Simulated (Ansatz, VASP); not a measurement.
TiCo in VASP and in Ansatz

Contents of INCAR:

```
PREC = Accurate
ENCUT = 520
EDIFF = 1E-6
ISMEAR = 0
SIGMA = 0.012
LREAL = F
LASPH = T
NELM = 150
ALGO = Normal
ISIF = 2
LWAVE = F
LCHARG = T
ISPIN = 2
MAGMOM = 2 1
LORBIT = 11
LMAXMIX = 4
GGA = PE
LELF = T
LVHAR = T
NBANDS = 22
```

KPOINTS

```
Automatic mesh
0
Gamma
  9 9 9
```

POSCAR

```
TiCo
1.0
    2.9861109900      0.0000000000      0.0000000000
    0.0000000000      2.9861109900      0.0000000000
    0.0000000000      0.0000000000      2.9861109900
Co Ti
1 1
Direct
    0.5000000000      0.5000000000      0.5000000000
    0.0000000000      0.0000000000      0.0000000000
```

File input.yaml:

```yaml
crystal:
  lattice:
    - [2.98611099, 0.0, 0.0]
    - [0.0, 2.98611099, 0.0]
    - [0.0, 0.0, 2.98611099]
  atoms:
    - { symbol: Co, position: [0.5, 0.5, 0.5], spin: 2.0 }
    - { symbol: Ti, position: [0.0, 0.0, 0.0], spin: 1.0 }
hamiltonian:
  xc: pbe
  pseudopotentials: { kind: paw }
magnetization:
  spin_polarized: true
kpoints:
  mp_grid: { grid: [9, 9, 9] }
scf:
  occupations: { method: gaussian, width: 0.012 }
output:
  forces: true
  stress: true
  eigenvalues: true
```

Alike in both runs: task single point; functional PBE; k mesh 9 × 9 × 9; occupations gaussian, width 0.012 eV; collinear spin.

```csv
,VASP,Ansatz
version,VASP 6.6.1,Ansatz 0.2.0
potentials or method,"VASP PAW PBE potentials, release 64 (Co, Ti_sv)",Ansatz PAW
plane-wave cutoff (eV),520,420
valence electrons in the cell,21,29
```

|  | VASP | Ansatz | Ansatz less VASP |
| --- | --- | --- | --- |
| gap on the k mesh at the Fermi level (eV) | none | none | - |
| pressure (GPa) | -0.7 | -0.5 | +0.24 |
| net moment per atom (μB) | 0.42 | 0.42 | -0.001 |
| size of the moment on the site where the two differ most (μB) | 0.92 | 0.94 | +0.024 |

Site moments also hang on the region over which each program counts them. A gap of «none» marks a metal or a gap that the smearing closes. VASP's potentials hold 21 valence electrons a cell and Ansatz's 29, so a difference there can come from the potentials and not from the codes.
